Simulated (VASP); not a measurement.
Crystal: YN.

```
Y N
1.0
     0.00000    2.44805    2.44805
     2.44805    0.00000    2.44805
     2.44805    2.44805    0.00000
Y N
1 1
Direct
  0.00000 0.00000 0.00000
  0.50000 0.50000 0.50000
```

Program: VASP 6.6.1. Alike in all runs: task single point; potentials or basis VASP PAW PBE potentials, release 64 (Y_sv, N); no spin polarisation; cell as given; smearing gaussian 0.01 eV.

Question: Order these runs on this cell by their band gap on the k mesh, lowest first.
A. level PBE0; k mesh 6 × 6 × 6; cutoff (eV) 520; grid for exact exchange (PRECFOCK) Normal; share of exact exchange 0.25
B. level r2SCAN; k mesh 6 × 6 × 6; cutoff (eV) 660
C. level PBE; k mesh 10 × 10 × 10; cutoff (eV) 600

Answer: C (0.20 eV), B (0.59 eV), A (1.78 eV).

A k mesh can miss the band edges.
